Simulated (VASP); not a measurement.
# Zr (P6_3/mmc) in VASP: a series of runs

Zr is run at these levels: PBEsol; tasks: relaxation of cell and atoms.

Everything below comes from runs of VASP 6.6.1. Logs are shortened: lines on timing, memory, paths and dates and some standing lists are left out, and cuts for length are marked.

### 1 The cell of the first run

Symmetry: P6_3/mmc, No. 194, hexagonal system. The conventional cell has a = 3.232 Å, b = 3.232 Å, c = 5.147 Å, α = 90.00°, β = 90.00°, γ = 120.00°. Within 4.2 Å of Zr (site symmetry -6m2) lie 12 Zr at 3.18 to 3.23 Å.

### 2 Relaxation of cell and atoms, PBEsol

File INCAR:

```
PREC = Accurate
ENCUT = 600
EDIFF = 1E-7
ISMEAR = -1
SIGMA = 0.05
LREAL = False
LASPH = True
NELM = 60
ALGO = Normal
ISIF = 3
LWAVE = False
LCHARG = False
GGA = PS
IBRION = 2
NSW = 80
EDIFFG = -0.005
```

File KPOINTS:

```
Automatic mesh
0
Gamma
  9 9 5
```

File POSCAR:

```
Zr
1.0
    3.2320000000      0.0000000000      0.0000000000
   -1.6160000000      2.7989941050      0.0000000000
    0.0000000000      0.0000000000      5.1470000000
Zr
2
Direct
    0.6666666667      0.3333333333      0.7500000000
    0.3333333333      0.6666666667      0.2500000000
```

Potentials or basis: VASP PAW PBE potentials, release 64 (Zr_sv).

The run is started by

```
$ cat potpaw_PBE.64/Zr_sv/POTCAR > POTCAR
$ mpirun -np 1 vasp_std > vasp.out
```

OUTCAR:

```text
PREC = Accurate
   ENCUT = 600
   EDIFF = 1E-7
   ISMEAR = -1
   LREAL = False
   LASPH = True
   NELM = 60
   ISIF = 3
   GGA = PS
   IBRION = 2
   NSW = 80
   EDIFFG = -0.005

 ion  position               nearest neighbor table
   1  0.667  0.333  0.750-   2 3.18   2 3.18   2 3.18   2 3.18   2 3.18   2 3.18
   2  0.333  0.667  0.250-   1 3.18   1 3.18   1 3.18   1 3.18   1 3.18   1 3.18

  LATTYP: Found a hexagonal cell.
 ALAT       =     3.2320000000
 C/A-ratio  =     1.5925123762

  Lattice vectors:

 A1 = (   3.2320000000,   0.0000000000,   0.0000000000)
 A2 = (  -1.6160000000,   2.7989941050,   0.0000000000)
 A3 = (   0.0000000000,   0.0000000000,   5.1470000000)

Analysis of symmetry for initial positions (statically):
=====================================================================
 Subroutine PRICEL returns:
 Original cell was already a primitive cell.

 Routine SETGRP: Setting up the symmetry group for a
 hexagonal supercell.

 Subroutine GETGRP returns: Found 24 space group operations
 (whereof 12 operations were pure point group operations)
 out of a pool of 24 trial point group operations.

The static configuration has the point symmetry D_3d.
 The point group associated with its full space group is D_6h.

Analysis of symmetry for dynamics (positions and initial velocities):
=====================================================================
 Subroutine PRICEL returns:
 Original cell was already a primitive cell.

 Routine SETGRP: Setting up the symmetry group for a
 hexagonal supercell.

 Subroutine GETGRP returns: Found 24 space group operations
 (whereof 12 operations were pure point group operations)
 out of a pool of 24 trial point group operations.

The dynamic configuration has the point symmetry D_3d.
 The point group associated with its full space group is D_6h.

 Subroutine INISYM returns: Found 24 space group operations
 (whereof 12 operations are pure point group operations),
 and found     1 'primitive' translations

----------------------------------------------------------------------------------------

                                     Primitive cell

  volume of cell :      46.5616

  direct lattice vectors                    reciprocal lattice vectors
     3.232000000  0.000000000  0.000000000     0.309405941  0.178635603  0.000000000
    -1.616000000  2.798994105  0.000000000     0.000000000  0.357271206  0.000000000
[... 90 lines left out ...]
   NFREE  =      1    steps in history (QN), initial steepest desc. (CG)
   ISIF   =      3    stress and relaxation
   ISYM   =      2    0-nonsym 1-usesym 2-fastsym
   POTIM  = 0.5000    time-step for ionic-motion
   TEBEG  =    0.0;   TEEND  =   0.0 temperature during run
   PSTRESS=    0.0 pullay stress
   NELECT =      24.0000    total number of electrons
   NUPDOWN=      -1.0000    fix difference up-down
   EMIN   =  10.00;   EMAX   =-10.00  energy-range for DOS
   EFERMI =   0.00;   METHOD = LEGACY
   ISMEAR =    -1;   SIGMA  =   0.05  broadening in eV -4-tet -1-fermi 0-gaus
   EFERMI_NEDOS =   21; number of points for ismear=-14 and -15
   IALGO  =     38    algorithm
   IMIX   =      4    mixing-type and parameters
     AMIX     =   0.40;   BMIX     =  1.00
     AMIX_MAG =   1.60;   BMIX_MAG =  1.00
  volume/ion in A,a.u.               =      23.28       157.11
  Fermi-wavevector in a.u.,A,eV,Ry     =   1.312611  2.480475 23.442130  1.722948
  Thomas-Fermi vector in A             =   2.442991
   LORBIT       =      0    0 simple, 1 ext, 2 COOP (PROOUT), +10 PAW based schemes
   GGA     = PS    functional components
   LHFCALC =     F    Hartree Fock is set to
   AEXX    =    0.0000 exact exchange contribution
   IVDW    =     0    specifies the selected vdW correction
   LEPSILON=     F    determine dielectric tensor
   LRPA    =     F    only Hartree local field effects (RPA)
 conjugate gradient relaxation of ions
 non-spin polarized calculation
  energy-cutoff  :      600.00
  volume of cell :       46.56
 maximum number of plane-waves:      1572
 NGX is ok and might be reduce to    28
   NGX = 13   NGY = 13   NGZ = 21

--------------------------------------- Ionic step        1  -------------------------------------------

 number of electron      24.0000000 magnetization

 Free energy of the ion-electron system (eV)
  ---------------------------------------------------
  ext. energy  EPLUGINS =         0.00000000
  ---------------------------------------------------
  free energy    TOTEN  =       -18.15954408 eV

  energy without entropy =      -18.14286756  energy(sigma->0) =      -18.15120582

------------------------ aborting loop because EDIFF is reached ----------------------------------------

  FORCE on cell =-STRESS in cart. coord.  units (eV):
  Direction    XX          YY          ZZ          XY          YZ          ZX
  --------------------------------------------------------------------------------------
  -------------------------------------------------------------------------------------
  Total       -1.0181268     -1.0181268     -0.7702252      0.0000000      0.0000000      0.0000000
  in kB      -35.0336146    -35.0336146    -26.5033525      0.0000000      0.0000000      0.0000000
  external PRESSURE =     -32.1901939 kB  Pullay stress =       0.0000000 kB
[... 275 lines left out ...]
--------------------------------------- Ionic step        9  -------------------------------------------

 number of electron      24.0000000 magnetization

 Free energy of the ion-electron system (eV)
  ---------------------------------------------------
  ext. energy  EPLUGINS =         0.00000000
  ---------------------------------------------------
  free energy    TOTEN  =       -18.17686391 eV

  energy without entropy =      -18.16007045  energy(sigma->0) =      -18.16846718

 E-fermi :   9.2531     XC(G=0): -11.3623

 val. band max:        9.2397400992   @ k =   0.1111   0.0000   0.4000
 cond. band min:       9.2544352896   @ k =   0.0000   0.0000   0.4000
 fundamental gap:      0.0146951905
 Fermi energy:         9.2531176356

 k-point     1 :       0.0000    0.0000    0.0000
  band No.  band energies     occupation
      1     -39.4136      2.00000
      2     -39.2408      2.00000
      3     -18.0191      2.00000
      4     -17.0411      2.00000
      5     -17.0411      2.00000
      6     -16.9077      2.00000
[... 433 lines left out ...]
      3     -17.6604      2.00000
      4     -17.6441      2.00000
      5     -17.6441      2.00000
      6     -17.3790      2.00000
[... 8 lines left out ...]
     15      11.0264      0.00000
     16      13.0630      0.00000

 [... further k-points ...]
[... 5 lines left out ...]
  --------------------------------------------------------------------------------------
  -------------------------------------------------------------------------------------
  Total        0.0003278      0.0003278     -0.0006480      0.0000000      0.0000000      0.0000000
  in kB        0.0116795      0.0116795     -0.0230857      0.0000000      0.0000000      0.0000000
  external PRESSURE =       0.0000911 kB  Pullay stress =       0.0000000 kB
[... 17 lines left out ...]
  FREE ENERGIE OF THE ION-ELECTRON SYSTEM (eV)
  ---------------------------------------------------
  free  energy   TOTEN  =       -18.1768639051 eV

  energy  without entropy=      -18.1600704480  energy(sigma->0) =      -18.16846718

 reached required accuracy - stopping structural energy minimisation
```

CONTCAR:

```text
Zr
   1.00000000000000
     3.1826402323742102    0.0000000000000000    0.0000000000000000
    -1.5913201161871051    2.7562472923125987   -0.0000000000000000
     0.0000000000000000    0.0000000000000000    5.1267596097642638
  Zr
     2
Direct
     0.6666666667000030    0.3333333332999970    0.7500000000000000
     0.3333333332999970    0.6666666667000030    0.2500000000000000

  0.00000000E+00  0.00000000E+00  0.00000000E+00
  0.00000000E+00  0.00000000E+00  0.00000000E+00
```

It took 3.8 min on 1 thread of Intel Xeon Platinum 8259CL at 2.50GHz (Skylake/Cascade Lake), shared host; peak memory 0.2 GiB.

What came out:

| Quantity | Value |
| --- | --- |
| Free energy | -18.1769 eV |
| Relaxed volume | 22.49 Å³/atom |
| Relaxed cell | a = 3.183 Å, b = 3.183 Å, c = 5.127 Å, α = 90.00°, β = 90.00°, γ = 120.00° |
| Space group after relaxing (to 0.05 Å) | P6_3/mmc (No. 194) |
| Energy gained by relaxing | 8.7 meV/atom |
| Ionic steps | 9 |
| Pressure after relaxing | 0.0 GPa |
| Band gap on the k mesh | zero (band 12 reaches 10.14 eV, above the bottom of band 13 at 9.01 eV) |

Step by step:
| step | energy change (eV) | largest force (eV/Å) | pressure (GPa) | volume (Å³) |
| --- | --- | --- | --- | --- |
| 1 | 0.0000 | 0.0000 | -3.22 | 46.56 |
| 2 | -0.0006 | 0.0000 | 3.59 | 43.48 |
| 3 | -0.0167 | 0.0000 | 0.04 | 44.98 |
| 4 | -0.0167 | 0.0000 | 0.10 | 44.95 |
| 5 | -0.0172 | 0.0000 | 0.07 | 44.95 |
| 6 | -0.0173 | 0.0000 | 0.06 | 44.95 |
| 7 | -0.0173 | 0.0000 | 0.06 | 44.95 |
| 8 | -0.0173 | 0.0000 | -0.06 | 45.00 |
| 9 | -0.0173 | 0.0000 | 0.00 | 44.97 |

Final structure:
```
Zr
1.0
     3.18264    0.00000    0.00000
    -1.59132    2.75625    0.00000
     0.00000    0.00000    5.12676
Zr
2
Cartesian
  1.5913 0.9187 3.8451
  0.0000 1.8375 1.2817
```

Caveat: the PAW data sets were made with another functional, which shifts forces and pressure a little.

### 3 Relaxation of cell and atoms, PBEsol, target pressure 5 GPa, at which the enthalpy is minimised

File INCAR:

```
SYSTEM = Zr
PREC = Accurate
ENCUT = 600
EDIFF = 1E-6
ISMEAR = -1
SIGMA = 0.05
LREAL = .False.
LASPH = .True.
NELM = 80
ALGO = Normal
ISIF = 3
LWAVE = .False.
LCHARG = .False.
GGA = PS
IBRION = 2
NSW = 80
EDIFFG = -0.005
PSTRESS = 50.0
```

File KPOINTS:

```
regular mesh
0
Gamma
  9 9 5
  0 0 0
```

POSCAR is that of step 2.

Potentials or basis: VASP PAW PBE potentials, release 64 (Zr_sv).

The run is started by

```
$ cat potpaw_PBE.64/Zr_sv/POTCAR > POTCAR
$ mpirun -np 1 vasp_std > vasp.out
```

Run time: 3.3 min. Hardware: 1 thread of Intel Xeon Platinum 8259CL at 2.50GHz (Skylake/Cascade Lake), shared host; peak memory 0.2 GiB.

It converged, with:

| Property | Result |
| --- | --- |
| Free energy | -18.1459 eV |
| Relaxed volume | 21.46 Å³/atom |
| Relaxed cell | a = 3.128 Å, b = 3.128 Å, c = 5.064 Å, α = 90.00°, β = 90.00°, γ = 120.00° |
| Space group after relaxing (to 0.05 Å) | P6_3/mmc (No. 194) |
| Energy change on relaxing (the enthalpy is what falls) | +6.8 meV/atom |
| Ionic steps | 7 |
| Pressure after relaxing | 5.0 GPa |
| Band gap on the k mesh | zero (band 12 reaches 10.69 eV, above the bottom of band 13 at 9.57 eV) |

The path:
```csv
step,energy change (eV),largest force (eV/Å),pressure (GPa),volume (Å³)
1,0.0000,0.0000,-3.22,46.56
2,0.2866,0.0000,17.77,38.97
3,0.0124,0.0000,4.84,43.01
4,0.0146,0.0000,5.03,42.94
5,0.0136,0.0000,4.99,42.93
6,0.0136,0.0000,4.97,42.92
7,0.0136,0.0000,4.97,42.92
```

Final structure:
```
Zr
1.0
     3.12845    0.00000    0.00000
    -1.56423    2.70932    0.00000
     0.00000    0.00000    5.06360
Zr
2
Cartesian
  1.5642 0.9031 3.7977
  0.0000 1.8062 1.2659
```

Levels at points of the mesh, in eV from the Fermi level:
```tsv
k point	band 10	band 11	band 12	band 13	band 14	band 15
(0.00, 0.00, 0.00)	-3.26	0.90	0.90	0.90	1.40	1.63
```

Caveat: the cell is relaxed towards a set pressure, so the enthalpy falls and the energy may rise; the PAW data sets were made with another functional, which shifts forces and pressure a little.

(Part 1 of 2 ends here.)
